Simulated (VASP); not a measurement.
# GaB (P4/mmm) in VASP: settings compared

GaB is run at these levels: r2SCAN0, PBEsol-based global hybrid with 25 % exact exchange; tasks: single point.

Program: VASP 6.6.1. These are calculated values, not measurements. Logs are shortened: lines on timing, memory, paths and dates and some standing lists are left out, and cuts for length are marked.

## Step 1: The cell of the first run

The structure is tetragonal, space group P4/mmm (No. 123). Conventional cell: a = 2.718 Å, b = 2.718 Å, c = 3.236 Å, α = 90.00°, β = 90.00°, γ = 90.00°. Ga (site symmetry 4/mmm) has 8 B at 2.51 Å and 6 Ga at 2.72 to 3.24 Å within 3.3 Å. B (site symmetry 4/mmm) has 8 Ga at 2.51 Å and 6 B at 2.72 to 3.24 Å within 3.3 Å.

## Step 2: Single point, r2SCAN0

File POSCAR:

```
GaB
1.0
    2.7182400000      0.0000000000      0.0000000000
    0.0000000000      2.7182400000      0.0000000000
    0.0000000000      0.0000000000      3.2362100000
Ga B
1 1
Direct
    0.5000000000      0.5000000000      0.5000000000
    0.0000000000      0.0000000000      0.0000000000
```

File INCAR.step1:

```
SYSTEM = GaB
PREC     = Accurate       ! precision mode
ENCUT    = 520            ! plane-wave cutoff, eV
EDIFF    = 1E-5           ! SCF threshold, eV
ISMEAR   = -1             ! smearing method
SIGMA    = 0.05           ! smearing width, eV
LREAL    = .False.        ! projectors in reciprocal space
LASPH    = .True.         ! aspherical terms in the spheres
NELM     = 100            ! most SCF steps
ALGO     = Normal         ! electronic algorithm
ISIF     = 2              ! what is computed and relaxed
LWAVE    = .True.         ! write WAVECAR
NBANDS   = 15             ! bands
GGA      = PE             ! functional
```

File INCAR.step2:

```
SYSTEM = GaB
PREC     = Accurate       ! precision mode
ENCUT    = 520            ! plane-wave cutoff, eV
EDIFF    = 1E-6           ! SCF threshold, eV
ISMEAR   = -1             ! smearing method
SIGMA    = 0.05           ! smearing width, eV
LREAL    = .False.        ! projectors in reciprocal space
LASPH    = .True.         ! aspherical terms in the spheres
NELM     = 100            ! most SCF steps
ALGO     = Normal         ! electronic algorithm
ISIF     = 2              ! what is computed and relaxed
LWAVE    = .False.        ! write WAVECAR
LCHARG   = .True.         ! write CHGCAR
METAGGA  = R2SCAN         ! meta-GGA
LHFCALC  = .True.         ! exact exchange
AEXX     = 0.25           ! exact-exchange fraction
LMIXTAU  = .True.       
PRECFOCK = Normal       
LELF     = .True.         ! ELF
LVHAR    = .True.       
NBANDS   = 15             ! bands
ISTART   = 1
```

File KPOINTS:

```
regular mesh
0
Gamma
  6 6 5
  0 0 0
```

Potentials or basis: VASP PAW PBE potentials, release 64 (Ga_d, B).

On the command line:

```
cat potpaw_PBE.64/Ga_d/POTCAR potpaw_PBE.64/B/POTCAR > POTCAR
cp INCAR.step1 INCAR
mpirun -np 1 vasp_std > vasp.out
cp INCAR.step2 INCAR
mpirun -np 1 vasp_std > vasp.out
```

OUTCAR:

```text
SYSTEM = GaB
   PREC = Accurate
   ENCUT = 520
   EDIFF = 1E-6
   ISMEAR = -1
   LREAL = .False.
   LASPH = .True.
   NELM = 100
   ISIF = 2
   METAGGA = R2SCAN
   LHFCALC = .True.
   AEXX = 0.25
   PRECFOCK = Normal
   ISTART = 1

 ion  position               nearest neighbor table
   1  0.500  0.500  0.500-   2 2.51   2 2.51   2 2.51   2 2.51   2 2.51   2 2.51   2 2.51   2 2.51

   2  0.000  0.000  0.000-   1 2.51   1 2.51   1 2.51   1 2.51   1 2.51   1 2.51   1 2.51   1 2.51

  LATTYP: Found a simple tetragonal cell.
 ALAT       =     2.7182400000
 C/A-ratio  =     1.1905534463

  Lattice vectors:

 A1 = (   2.7182400000,   0.0000000000,   0.0000000000)
 A2 = (   0.0000000000,   2.7182400000,   0.0000000000)
 A3 = (   0.0000000000,   0.0000000000,   3.2362100000)

Analysis of symmetry for initial positions (statically):
=====================================================================
 Subroutine PRICEL returns:
 Original cell was already a primitive cell.

 Routine SETGRP: Setting up the symmetry group for a
 simple tetragonal supercell.

 Subroutine GETGRP returns: Found 16 space group operations
 (whereof 16 operations were pure point group operations)
 out of a pool of 16 trial point group operations.

The static configuration has the point symmetry D_4h.

Analysis of symmetry for dynamics (positions and initial velocities):
=====================================================================
 Subroutine PRICEL returns:
 Original cell was already a primitive cell.

 Routine SETGRP: Setting up the symmetry group for a
 simple tetragonal supercell.

 Subroutine GETGRP returns: Found 16 space group operations
 (whereof 16 operations were pure point group operations)
 out of a pool of 16 trial point group operations.

The dynamic configuration has the point symmetry D_4h.

 Subroutine INISYM returns: Found 16 space group operations
 (whereof 16 operations are pure point group operations),
 and found     1 'primitive' translations

----------------------------------------------------------------------------------------

                                     Primitive cell

  volume of cell :      23.9118

  direct lattice vectors                    reciprocal lattice vectors
     2.718240000  0.000000000  0.000000000     0.367885102  0.000000000  0.000000000
     0.000000000  2.718240000  0.000000000     0.000000000  0.367885102  0.000000000
     0.000000000  0.000000000  3.236210000     0.000000000  0.000000000  0.309003433

[... 96 lines left out ...]
   EMIN   =  10.00;   EMAX   =-10.00  energy-range for DOS
   EFERMI =   0.00;   METHOD = LEGACY
   ISMEAR =    -1;   SIGMA  =   0.05  broadening in eV -4-tet -1-fermi 0-gaus
   EFERMI_NEDOS =   21; number of points for ismear=-14 and -15
   IALGO  =     38    algorithm
   IMIX   =      1    mixing-type and parameters
     AMIX     =   0.40;   BMIX     =  1.00
     AMIX_MAG =   1.60;   BMIX_MAG =  1.00
  volume/ion in A,a.u.               =      11.96        80.68
  Fermi-wavevector in a.u.,A,eV,Ry     =   1.431894  2.705886 27.896285  2.050319
  Thomas-Fermi vector in A             =   2.551580
   LORBIT       =      0    0 simple, 1 ext, 2 COOP (PROOUT), +10 PAW based schemes
   METAGGA = R2SCAN    functional components
   LHFCALC =     T    Hartree Fock is set to
   PRECFOCK=normal    Normal, Fast or Accurate (Low or Medium for compatibility)
   ENCUT4O =  -1.0   cutoff for four orbital integrals eV
   NKREDX  =     1    reduce k-point grid by
   NKREDY  =     1    reduce k-point grid by
   NKREDZ  =     1    reduce k-point grid by
   AEXX    =    0.2500 exact exchange contribution
   HFSCREEN=    0.0000 screening length (either q_TF or 0.3 A-1)
   HFSCREENC=   0.0000 screening length for correlation (either q_TF or 0.3 A-1)
   ENCUTFOCK=  -1.0 apply spherical cutoff to Coloumb kernel
   IVDW    =     0    specifies the selected vdW correction
   LEPSILON=     F    determine dielectric tensor
   LRPA    =     F    only Hartree local field effects (RPA)
 non-spin polarized calculation
  energy-cutoff  :      520.00
  volume of cell :       23.91
 maximum number of plane-waves:       657
  NGX = 16; NGY = 16; NGZ = 20

 number of electron      16.0000024 magnetization

 Free energy of the ion-electron system (eV)
  ---------------------------------------------------
  ext. energy  EPLUGINS =         0.00000000
  ---------------------------------------------------
  free energy    TOTEN  =       -15.64412680 eV

  energy without entropy =      -15.64159282  energy(sigma->0) =      -15.64285981

 E-fermi :   7.1396     XC(G=0): -10.1120

 val. band max:        7.0844528298   @ k =   0.3333   0.0000   0.4000
 cond. band min:       7.6312961974   @ k =   0.1667   0.1667   0.2000
 fundamental gap:      0.5468433676
 Fermi energy:         7.1396223329

 k-point     1 :       0.0000    0.0000    0.0000
  band No.  band energies     occupation
      1     -12.1916      2.00000
      2     -12.0398      2.00000
      3     -11.7440      2.00000
      4     -11.7440      2.00000
      5     -11.6760      2.00000
      6      -9.1899      2.00000
      7       4.4307      2.00000
      8       9.6095      0.00000
      9      10.6600      0.00000
     10      10.6600      0.00000
     11      17.4339      0.00000
     12      17.4692      0.00000
     13      22.5237      0.00000
     14      23.7708      0.00000
[... 401 lines left out ...]
      2     -12.0350      2.00000
      3     -11.8275      2.00000
      4     -11.7546      2.00000
      5     -11.6429      2.00000
      6      -1.3222      2.00000
      7      -0.7050      2.00000
      8       1.6915      2.00000
      9       3.0632      2.00000
     10      14.1115      0.00000
     11      19.0035      0.00000
     12      20.9172      0.00000
     13      22.3909      0.00000
     14      25.1524      0.00000
     15      26.4235      0.00000

 [... further k-points ...]
[... 5 lines left out ...]
  --------------------------------------------------------------------------------------
  -------------------------------------------------------------------------------------
  Total       -0.5896208     -0.5896208     -0.6721413      0.0000000      0.0000000      0.0000000
  in kB      -39.5067277    -39.5067277    -45.0359044      0.0000000      0.0000000      0.0000000
  external PRESSURE =     -41.3497866 kB  Pullay stress =       0.0000000 kB

 VOLUME and BASIS-vectors are now :
 -----------------------------------------------------------------------------
  energy-cutoff  :      520.00
  volume of cell :       23.91
      direct lattice vectors                 reciprocal lattice vectors
     2.718240000  0.000000000  0.000000000     0.367885102  0.000000000  0.000000000
     0.000000000  2.718240000  0.000000000     0.000000000  0.367885102  0.000000000
     0.000000000  0.000000000  3.236210000     0.000000000  0.000000000  0.309003433

 POSITION                                       TOTAL-FORCE (eV/Angst)
 -----------------------------------------------------------------------------------
      1.35912      1.35912      1.61810         0.000000      0.000000      0.000000
      0.00000      0.00000      0.00000         0.000000      0.000000      0.000000
 -----------------------------------------------------------------------------------
    total drift:                                0.000000     -0.000000     -0.000000

  FREE ENERGIE OF THE ION-ELECTRON SYSTEM (eV)
  ---------------------------------------------------
  free  energy   TOTEN  =       -15.6441268007 eV

  energy  without entropy=      -15.6415928176  energy(sigma->0) =      -15.64285981
```

OUTCAR.step1:

```text
SYSTEM = GaB
   PREC = Accurate
   ENCUT = 520
   EDIFF = 1E-5
   ISMEAR = -1
   LREAL = .False.
[... 655 lines left out ...]
      1.35912      1.35912      1.61810         0.000000      0.000000      0.000000
      0.00000      0.00000      0.00000         0.000000      0.000000      0.000000
 -----------------------------------------------------------------------------------
    total drift:                               -0.000000      0.000000      0.000000

  FREE ENERGIE OF THE ION-ELECTRON SYSTEM (eV)
  ---------------------------------------------------
  free  energy   TOTEN  =        -7.1176059428 eV

  energy  without entropy=       -7.1099279836  energy(sigma->0) =       -7.11376696
```

OSZICAR.step1:

```text
N       E                     dE             d eps       ncg     rms          rms(c)
DAV:   1     0.645168498035E+02    0.64517E+02   -0.79339E+03   939   0.194E+03
DAV:   2    -0.335853410019E+01   -0.67875E+02   -0.62879E+02  1054   0.304E+02
DAV:   3    -0.733513075095E+01   -0.39766E+01   -0.39561E+01  1026   0.554E+01
DAV:   4    -0.736712025303E+01   -0.31990E-01   -0.31986E-01  1117   0.542E+00
DAV:   5    -0.736741224873E+01   -0.29200E-03   -0.29200E-03  1070   0.515E-01    0.214E+00
DAV:   6    -0.714019383766E+01    0.22722E+00   -0.23133E-01  1268   0.111E+01    0.905E-01
DAV:   7    -0.712135809230E+01    0.18836E-01   -0.30625E-02  1236   0.139E+00    0.418E-01
DAV:   8    -0.711775317911E+01    0.36049E-02   -0.41921E-03  1111   0.936E-01    0.790E-02
DAV:   9    -0.711761065381E+01    0.14253E-03   -0.49576E-04  1152   0.437E-01    0.189E-02
DAV:  10    -0.711760594284E+01    0.47110E-05   -0.24468E-05  1017   0.638E-02
   1 F= -.71176059E+01 E0= -.71137670E+01  d E =-.767796E-02
```

Wall time 25 min (1 thread of Intel Xeon Platinum 8375C at 2.90GHz (Ice Lake), shared host); peak memory 0.15 GiB.

What came out:

```yaml
Free_energy: -15.6441 eV
Pressure: -4.1 GPa
Band_gap_on_the_k_mesh: zero (bands 8 and 9 overlap by 9.38 eV)
```

Stress tensor (GPa, compression positive):
```
-3.95  0.00  0.00
 0.00 -3.95  0.00
 0.00  0.00 -4.50
```

Caveat: the k points lie up to 0.39 Å⁻¹ apart, too coarse for converged energies and pressures of a metal; the PAW data sets were made with another functional, which shifts forces and pressure a little.

## Step 3: Single point, PBEsol-based global hybrid with 25 % exact exchange

This run uses another cell than the first one, of 11.22 Å³/atom.

File POSCAR:

```
GaB
1.0
    2.6687342386      0.0000000000      0.0000000000
    0.0000000000      2.6687342386      0.0000000000
    0.0000000000      0.0000000000      3.1510405100
Ga B
1 1
Direct
    0.5000000000      0.5000000000      0.5000000000
    0.0000000000      0.0000000000      0.0000000000
```

File INCAR.step1:

```
SYSTEM = GaB
PREC = Accurate
ENCUT = 520
EDIFF = 1E-5
ISMEAR = -1
SIGMA = 0.05
LREAL = .False.
LASPH = .True.
NELM = 60
ALGO = Normal
ISIF = 2
LWAVE = .True.
LCHARG = .False.
NBANDS = 15
GGA = PE
```

File INCAR.step2:

```
SYSTEM = GaB
PREC = Accurate
ENCUT = 520
EDIFF = 1E-6
ISMEAR = -1
SIGMA = 0.05
LREAL = .False.
LASPH = .True.
NELM = 60
ALGO = Normal
ISIF = 2
LWAVE = .False.
LCHARG = .False.
GGA = PS
LHFCALC = .True.
AEXX = 0.25
PRECFOCK = Normal
NBANDS = 15
ISTART = 1
```

File KPOINTS:

```
regular mesh
0
Gamma
  5 5 4
  0 0 0
```

Potentials or basis: VASP PAW PBE potentials, release 64 (Ga_d, B).

On the command line:

```
cat potpaw_PBE.64/Ga_d/POTCAR potpaw_PBE.64/B/POTCAR > POTCAR
cp INCAR.step1 INCAR
mpirun -np 1 vasp_std > vasp.out
cp INCAR.step2 INCAR
mpirun -np 1 vasp_std > vasp.out
```

Wall time 3.7 min (1 thread of Intel Xeon 6975P-C (Granite Rapids), shared host); peak memory 0.14 GiB.

It converged, with:

```
Free energy            : -9.3405 eV
Pressure               : 0.2 GPa
Band gap on the k mesh : zero (bands 8 and 9 overlap by 8.88 eV)
```

Stress tensor (GPa, compression positive):
```
0.15 0.00 0.00
0.00 0.15 0.00
0.00 0.00 0.22
```

Levels at points of the mesh, in eV from the Fermi level:
```tsv
k point	band 6	band 7	band 8	band 9	band 10	band 11
(0.00, 0.00, 0.00)	-16.23	-2.59	3.21	3.50	3.50	10.50
(0.00, 0.00, 0.50)	-12.23	-12.17	5.69	5.69	10.23	11.19
```

Caveat: the k points lie up to 0.50 Å⁻¹ apart, too coarse for converged energies and pressures of a metal; the PAW data sets were made with another functional, which shifts forces and pressure a little.
